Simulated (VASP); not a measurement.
# SiC (Cm) in VASP: further runs

Runs on SiC. Level: PBE. Tasks: single point.

Program: VASP 6.6.1. These are calculated values, not measurements. Logs are shortened: lines on timing, memory, paths and dates and some standing lists are left out, and cuts for length are marked.

### 1 The cell of the first run

It takes space group Cm (No. 8, monoclinic). Conventional cell: a = 5.325 Å, b = 3.075 Å, c = 3.075 Å, α = 90.00°, β = 125.26°, γ = 90.00°. Within 1.7 Å of Si (site symmetry m) lie 1 C at 1.26 Å. Within 1.7 Å of C (site symmetry m) lie 1 Si at 1.26 Å.

### 2 Single point, PBE (atom 1 (Si) moved by (-0.450, -0.450) A along [1 1 0] and z)

INCAR reads:

```
SYSTEM = SiC
PREC = Accurate
ENCUT = 520
EDIFF = 1E-6
ISMEAR = 0
SIGMA = 0.05
LREAL = .FALSE.
LASPH = .TRUE.
NELM = 60
ALGO = Normal
ISIF = 2
LWAVE = .FALSE.
LCHARG = .TRUE.
GGA = PE
LELF = .TRUE.
LVHAR = .TRUE.
NBANDS = 11
```

KPOINTS reads:

```
Automatic mesh
0
G
  12 12 12
  0 0 0
```

POSCAR reads:

```
SiC
1.0
    0.0000000000      2.1740000000      2.1740000000
    2.1740000000      0.0000000000      2.1740000000
    2.1740000000      2.1740000000      0.0000000000
Si C
1 1
Direct
   -0.1034958602     -0.1034958602     -0.0428693889
    0.7500000000      0.7500000000      0.7500000000
```

Potentials or basis: VASP PAW PBE potentials, release 64 (Si, C).

Command:

```
cat potpaw_PBE.64/Si/POTCAR potpaw_PBE.64/C/POTCAR > POTCAR
mpirun -np 1 vasp_std > vasp.out
```

OUTCAR:

```text
SYSTEM = SiC
   PREC = Accurate
   ENCUT = 520
   EDIFF = 1E-6
   ISMEAR = 0
   LREAL = .FALSE.
   LASPH = .TRUE.
   NELM = 60
   ISIF = 2
   GGA = PE

 ion  position               nearest neighbor table
   1  0.897  0.897  0.957-   2 1.26   2 2.09   2 2.22   2 2.22
   2  0.750  0.750  0.750-   1 1.26   1 2.09   1 2.22   1 2.22

 -----------------------------------------------------------------------------
|                                                                             |
|           W    W    AA    RRRRR   N    N  II  N    N   GGGG   !!!           |
|           W    W   A  A   R    R  NN   N  II  NN   N  G    G  !!!           |
|           W    W  A    A  R    R  N N  N  II  N N  N  G       !!!           |
|           W WW W  AAAAAA  RRRRR   N  N N  II  N  N N  G  GGG   !            |
|           WW  WW  A    A  R   R   N   NN  II  N   NN  G    G                |
|           W    W  A    A  R    R  N    N  II  N    N   GGGG   !!!           |
|                                                                             |
|     The distance between some ions is very small. Please check the          |
|     nearest-neighbor list in the OUTCAR file.                               |
|     I HOPE YOU KNOW WHAT YOU ARE DOING!                                     |
|                                                                             |
 -----------------------------------------------------------------------------

  LATTYP: Found a face centered cubic cell.
 ALAT       =     4.3480000000

  Lattice vectors:

 A1 = (   0.0000000000,   2.1740000000,   2.1740000000)
 A2 = (   2.1740000000,   0.0000000000,   2.1740000000)
 A3 = (   2.1740000000,   2.1740000000,   0.0000000000)

Analysis of symmetry for initial positions (statically):
=====================================================================
 Subroutine PRICEL returns:
 Original cell was already a primitive cell.

 Routine SETGRP: Setting up the symmetry group for a
 face centered cubic supercell.

 Subroutine GETGRP returns: Found  2 space group operations
 (whereof  2 operations were pure point group operations)
 out of a pool of 48 trial point group operations.

The static configuration has the point symmetry C_1h.

Analysis of symmetry for dynamics (positions and initial velocities):
=====================================================================
 Subroutine PRICEL returns:
 Original cell was already a primitive cell.

 Routine SETGRP: Setting up the symmetry group for a
 face centered cubic supercell.

 Subroutine GETGRP returns: Found  2 space group operations
 (whereof  2 operations were pure point group operations)
 out of a pool of 48 trial point group operations.

The dynamic configuration has the point symmetry C_1h.

 Subroutine INISYM returns: Found  2 space group operations
 (whereof  2 operations are pure point group operations),
 and found     1 'primitive' translations

----------------------------------------------------------------------------------------

                                     Primitive cell

  volume of cell :      20.5498

  direct lattice vectors                    reciprocal lattice vectors
     0.000000000  2.174000000  2.174000000    -0.229990800  0.229990800  0.229990800
     2.174000000  0.000000000  2.174000000     0.229990800 -0.229990800  0.229990800
     2.174000000  2.174000000  0.000000000     0.229990800  0.229990800 -0.229990800

  length of vectors
     3.074500285  3.074500285  3.074500285     0.398355752  0.398355752  0.398355752

  position of ions in fractional coordinates (direct lattice)
     0.896504140  0.896504140  0.957130611
     0.750000000  0.750000000  0.750000000

  ion indices of the primitive-cell ions
   primitive index   ion index
                 1           1
                 2           2

----------------------------------------------------------------------------------------

 KPOINTS: Automatic mesh

Automatic generation of k-mesh.
 Grid dimensions read from file:
 generate k-points for:   12   12   12

 Generating k-lattice:

  Cartesian coordinates                     Fractional coordinates (reciprocal lattice)
    -0.019165900  0.019165900  0.019165900     0.083333333  0.000000000  0.000000000
     0.019165900 -0.019165900  0.019165900     0.000000000  0.083333333  0.000000000
     0.019165900  0.019165900 -0.019165900     0.000000000  0.000000000  0.083333333

  Length of vectors
     0.033196313  0.033196313  0.033196313

  Shift w.r.t. Gamma in fractional coordinates (k-lattice)
     0.000000000  0.000000000  0.000000000

 Subroutine IBZKPT returns following result:
 ===========================================

 Found    476 irreducible k-points:

 Following reciprocal coordinates:
            Coordinates               Weight
  0.000000  0.000000  0.000000      1.000000
  0.083333  0.000000  0.000000      4.000000
  0.000000  0.000000  0.083333      2.000000
  0.083333  0.083333  0.083333      2.000000
  0.166667  0.000000  0.000000      4.000000
  0.000000  0.000000  0.166667      2.000000
[... 16 lines left out ...]
  0.000000  0.166667  0.083333      4.000000
  0.083333  0.000000  0.166667      4.000000
 [... further k-points ...]
   k-points           NKPTS =    476   k-points in BZ     NKDIM =    476   number of bands    NBANDS=     11
   number of dos      NEDOS =    301   number of ions     NIONS =      2
   total plane-waves  NPLWV =  13824
   dimension x,y,z NGX =    24 NGY =   24 NGZ =   24
   dimension x,y,z NGXF=    48 NGYF=   48 NGZF=   48
   ions per type =               1   1
   NGX,Y,Z   is equivalent  to a cutoff of  12.98, 12.98, 12.98 a.u.
   NGXF,Y,Z  is equivalent  to a cutoff of  25.95, 25.95, 25.95 a.u.
 SYSTEM =  SiC
   PREC   = accura    normal or accurate (medium, high low for compatibility)
   ISTART =      0    job   : 0-new  1-cont  2-samecut
   ICHARG =      2    charge: 1-file 2-atom 10-const
   ISPIN  =      1    spin polarized calculation?
   LNONCOLLINEAR =      F non collinear calculations
   LSORBIT =      F    spin-orbit coupling
   LASPH  =      T    aspherical Exc in radial PAW
   ENCUT  =  520.0 eV  38.22 Ry    6.18 a.u.   5.72  5.72  5.72*2*pi/ulx,y,z
   NELM   =     60;   NELMIN=  2; NELMDL= -5     # of ELM steps
   EDIFF  = 0.1E-05   stopping-criterion for ELM
   LREAL  =      F    real-space projection
   EDIFFG = 0.1E-04   stopping-criterion for IOM
   NSW    =      0    number of steps for IOM
   IBRION =     -1    ionic relax: 0-MD 1-quasi-New 2-CG
   NFREE  =      0    steps in history (QN), initial steepest desc. (CG)
   ISIF   =      2    stress and relaxation
   ISYM   =      2    0-nonsym 1-usesym 2-fastsym
   POTIM  = 0.5000    time-step for ionic-motion
   TEBEG  =    0.0;   TEEND  =   0.0 temperature during run
   PSTRESS=    0.0 pullay stress
   NELECT =       8.0000    total number of electrons
   NUPDOWN=      -1.0000    fix difference up-down
   EMIN   =  10.00;   EMAX   =-10.00  energy-range for DOS
   EFERMI =   0.00;   METHOD = LEGACY
   ISMEAR =     0;   SIGMA  =   0.05  broadening in eV -4-tet -1-fermi 0-gaus
   EFERMI_NEDOS =   21; number of points for ismear=-14 and -15
   IALGO  =     38    algorithm
   IMIX   =      4    mixing-type and parameters
     AMIX     =   0.40;   BMIX     =  1.00
     AMIX_MAG =   1.60;   BMIX_MAG =  1.00
  volume/ion in A,a.u.               =      10.27        69.34
  Fermi-wavevector in a.u.,A,eV,Ry     =   1.195369  2.258920 19.441458  1.428907
  Thomas-Fermi vector in A             =   2.331336
   LORBIT       =      0    0 simple, 1 ext, 2 COOP (PROOUT), +10 PAW based schemes
   GGA     = PE    functional components
   LHFCALC =     F    Hartree Fock is set to
   AEXX    =    0.0000 exact exchange contribution
   IVDW    =     0    specifies the selected vdW correction
   LEPSILON=     F    determine dielectric tensor
   LRPA    =     F    only Hartree local field effects (RPA)
 non-spin polarized calculation
 Gauss-broadening in eV      SIGMA  =   0.05
  energy-cutoff  :      520.00
  volume of cell :       20.55
 maximum number of plane-waves:       568
   NGX = 11   NGY = 11   NGZ = 11

 number of electron       8.0000001 magnetization

 Free energy of the ion-electron system (eV)
  ---------------------------------------------------
  ext. energy  EPLUGINS =         0.00000000
  ---------------------------------------------------
  free energy    TOTEN  =        -5.57195705 eV

  energy without entropy =       -5.57195406  energy(sigma->0) =       -5.57195555

 E-fermi :   8.2552     XC(G=0): -11.2809

 val. band max:        8.1637352189   @ k =   0.0000   0.0000   0.0000
 cond. band min:       8.3433532804   @ k =   0.0000   0.5000   0.5000
 fundamental gap:      0.1796180615
 Fermi energy:         8.2551517684

 k-point     1 :       0.0000    0.0000    0.0000
  band No.  band energies     occupation
      1      -7.4181      2.00000
      2       5.5588      2.00000
      3       7.9778      2.00000
      4       8.1637      1.99028
      5      13.2167      0.00000
      6      15.2473      0.00000
      7      15.6096      0.00000
      8      17.7664      0.00000
      9      21.5417      0.00000
     10      21.9543      0.00000
     11      23.4272      0.00000

 k-point     2 :       0.0833    0.0000    0.0000
  band No.  band energies     occupation
      1      -7.2898      2.00000
      2       5.3798      2.00000
      3       7.6761      2.00000
      4       8.0192      2.00000
      5      13.2524      0.00000
      6      15.1455      0.00000
      7      15.3582      0.00000
      8      18.3410      0.00000
      9      21.3131      0.00000
     10      21.7364      0.00000
     11      23.9048      0.00000
[... 295 lines left out ...]
 k-point    24 :       0.0833    0.0000    0.1667
  band No.  band energies     occupation
      1      -6.9429      2.00000
      2       4.6794      2.00000
      3       7.1422      2.00000
      4       7.9174      2.00000
      5      12.9531      0.00000
      6      14.6527      0.00000
      7      15.8062      0.00000
      8      18.7244      0.00000
      9      20.3040      0.00000
     10      22.2085      0.00000
     11      24.1959      0.00000

 [... further k-points ...]

------------------------ aborting loop because EDIFF is reached ----------------------------------------

  FORCE on cell =-STRESS in cart. coord.  units (eV):
  Direction    XX          YY          ZZ          XY          YZ          ZX
  --------------------------------------------------------------------------------------
  -------------------------------------------------------------------------------------
  Total       18.0076541     18.0076541     11.7355290     18.0998801     15.4988618     15.4988620
  in kB     1403.9741390   1403.9741390    914.9653297   1411.1645748   1208.3751144   1208.3751301
  external PRESSURE =    1240.9712026 kB  Pullay stress =       0.0000000 kB

 VOLUME and BASIS-vectors are now :
 -----------------------------------------------------------------------------
  energy-cutoff  :      520.00
  volume of cell :       20.55
      direct lattice vectors                 reciprocal lattice vectors
     0.000000000  2.174000000  2.174000000    -0.229990800  0.229990800  0.229990800
     2.174000000  0.000000000  2.174000000     0.229990800 -0.229990800  0.229990800
     2.174000000  2.174000000  0.000000000     0.229990800  0.229990800 -0.229990800

 POSITION                                       TOTAL-FORCE (eV/Angst)
 -----------------------------------------------------------------------------------
      4.02980      4.02980      3.89800        28.516476     28.516476     24.060381
      3.26100      3.26100      3.26100       -28.516476    -28.516476    -24.060381
 -----------------------------------------------------------------------------------
    total drift:                                0.000037      0.000037      0.000010

  FREE ENERGIE OF THE ION-ELECTRON SYSTEM (eV)
  ---------------------------------------------------
  free  energy   TOTEN  =        -5.5719570451 eV

  energy  without entropy=       -5.5719540642  energy(sigma->0) =       -5.57195555
```

It took 57 s on 1 thread of Intel Xeon Platinum 8259CL at 2.50GHz (Skylake/Cascade Lake), shared host; peak memory 0.22 GiB.

What came out:

```yaml
Free_energy: -5.5720 eV
Pressure: 124.1 GPa
Largest_force: 46.960 eV/Å
Band_gap_on_the_k_mesh: 0.18 eV, indirect (least direct gap 2.95 eV)
```

Forces in eV/Å, atoms in the order of the input:
```
Si   28.516  28.516  24.060
C   -28.516 -28.516 -24.060
```

Caveat: the cell differs from its parent crystal (atom 1 (Si) moved by (-0.450, -0.450) A along [1 1 0] and z); forces of over 1 eV/Å act on the atoms, so gaps and moduli don't describe the material at rest. A k mesh can miss the band edges.

### 3 Single point, PBE (atom 1 (Si) moved by (-0.450, +0.450) A along [1 1 0] and z)

INCAR reads:

```
ALGO     = Normal         # electronic algorithm
EDIFF    = 1E-6           # SCF threshold, eV
ENCUT    = 520            # plane-wave cutoff, eV
GGA      = PE             # functional
ISIF     = 2              # what is computed and relaxed
ISMEAR   = 0              # smearing method
LASPH    = T              # aspherical terms in the spheres
LCHARG   = F              # write CHGCAR
LREAL    = F              # projectors in reciprocal space
LWAVE    = F              # write WAVECAR
NBANDS   = 11             # bands
NELM     = 80             # most SCF steps
PREC     = Accurate       # precision mode
SIGMA    = 0.05           # smearing width, eV
```

KPOINTS reads:

```
k-points
0
Gamma
  12 12 12
```

Changes to POSCAR since step 2:

```diff
@@ -8,3 +8,3 @@
 Direct
-   -0.1034958602     -0.1034958602     -0.0428693889
+    0.1034958602      0.1034958602     -0.2498611093
     0.7500000000      0.7500000000      0.7500000000
```

Potentials or basis: VASP PAW PBE potentials, release 64 (Si, C).

Command:

```
cat potpaw_PBE.64/Si/POTCAR potpaw_PBE.64/C/POTCAR > POTCAR
mpirun -np 1 vasp_std > vasp.out
```

Wall time 63 s (1 thread of Intel Xeon Platinum 8259CL at 2.50GHz (Skylake/Cascade Lake), shared host); peak memory 0.22 GiB.

The run converged. Its results:

```yaml
Free_energy: -13.5191 eV
Pressure: 20.7 GPa
Largest_force: 3.367 eV/Å
Band_gap_on_the_k_mesh: zero (band 4 reaches 9.89 eV, above the bottom of band 5 at 8.75 eV)
```

Forces on the atoms (eV/Å):
```
Si  -0.175 -0.175 -3.358
C    0.175  0.175  3.358
```

Stress tensor (GPa, compression positive):
```
 27.40 -10.62  -3.31
-10.62  27.40  -3.31
 -3.31  -3.31   7.39
```

Levels at points of the mesh, in eV from the Fermi level:
| k point | band 1 | band 2 | band 3 | band 4 | band 5 | band 6 | band 7 | band 8 | band 9 |
| --- | --- | --- | --- | --- | --- | --- | --- | --- | --- |
| (0.00, 0.00, 0.00) | -16.93 | -3.09 | -2.08 | 0.29 | 3.51 | 6.06 | 6.79 | 7.80 | 11.56 |
| (0.50, 0.00, 0.00) | -13.10 | -10.69 | -3.40 | -0.53 | 2.79 | 4.93 | 7.52 | 8.23 | 12.35 |
| (0.00, 0.00, 0.50) | -13.86 | -8.73 | -3.72 | -2.69 | 4.21 | 4.69 | 5.47 | 7.75 | 13.22 |
| (0.50, 0.50, 0.50) | -13.33 | -10.17 | -4.00 | -0.41 | 2.85 | 4.89 | 7.62 | 8.02 | 12.33 |
| (0.50, 0.50, 0.00) | -12.09 | -9.09 | -5.56 | -3.47 | -0.65 | 2.21 | 12.02 | 12.69 | 14.31 |
| (0.00, 0.50, 0.50) | -12.00 | -9.44 | -5.05 | -3.30 | -0.85 | 1.95 | 11.52 | 13.05 | 14.77 |

Caveat: the cell differs from its parent crystal (atom 1 (Si) moved by (-0.450, +0.450) A along [1 1 0] and z); forces of over 1 eV/Å act on the atoms, so gaps and moduli don't describe the material at rest.

### 4 Single point, PBE (atom 1 (Si) moved by (-0.450, -0.225) A along [1 1 0] and z)

INCAR reads:

```
SYSTEM = SiC
PREC = Accurate ; ENCUT = 520
EDIFF = 1E-6 ; ISMEAR = 0
SIGMA = 0.05 ; LREAL = .False.
LASPH = .True. ; NELM = 100
ALGO = Normal ; ISIF = 2
LWAVE = .False. ; LCHARG = .False.
GGA = PE ; NBANDS = 11
```

KPOINTS reads:

```
regular mesh
0
Gamma
  12 12 12
  0 0 0
```

Changes to POSCAR since step 3:

```diff
@@ -8,3 +8,3 @@
 Direct
-    0.1034958602      0.1034958602     -0.2498611093
+   -0.0517479301     -0.0517479301     -0.0946173190
     0.7500000000      0.7500000000      0.7500000000
```

Command:

```
cat potpaw_PBE.64/Si/POTCAR potpaw_PBE.64/C/POTCAR > POTCAR
mpirun -np 1 vasp_std > vasp.out
```

Wall time 57 s (1 thread of Intel Xeon Platinum 8259CL at 2.50GHz (Skylake/Cascade Lake), shared host); peak memory 0.21 GiB.

Results (log left out):

```
Free energy            : -10.2060 eV
Pressure               : 68.1 GPa
Largest force          : 27.153 eV/Å
Band gap on the k mesh : 0.04 eV, indirect (least direct gap 3.40 eV)
```

Forces on the atoms (eV/Å):
```
Si   15.232  15.232  16.531
C   -15.232 -15.232 -16.531
```

Stress tensor (GPa, compression positive):
```
61.38 69.05 74.77
69.05 61.38 74.77
74.77 74.77 81.53
```

Levels at points of the mesh, in eV from the valence-band top:
```csv
k point,band 1,band 2,band 3,band 4,band 5,band 6,band 7,band 8,band 9
"(0.00, 0.00, 0.00)",-16.10,-2.97,-0.24,0.00,4.96,6.42,6.71,8.69,13.32
"(0.50, 0.00, 0.00)",-12.89,-8.75,-2.88,-0.70,3.67,4.86,7.74,10.38,13.70
"(0.00, 0.00, 0.50)",-12.97,-8.50,-3.08,-0.89,3.99,4.79,7.66,10.09,13.60
"(0.50, 0.50, 0.50)",-12.32,-10.06,-1.56,-1.28,4.81,7.20,7.81,8.32,13.91
"(0.50, 0.50, 0.00)",-11.58,-8.29,-3.54,-3.36,0.04,3.26,11.28,13.62,15.03
"(0.00, 0.50, 0.50)",-11.60,-8.17,-3.79,-3.42,0.15,3.42,11.54,13.38,14.54
```

Caveat: the cell differs from its parent crystal (atom 1 (Si) moved by (-0.450, -0.225) A along [1 1 0] and z); forces of over 1 eV/Å act on the atoms, so gaps and moduli don't describe the material at rest. A k mesh can miss the band edges.

(Continued in part 2 of 2.)
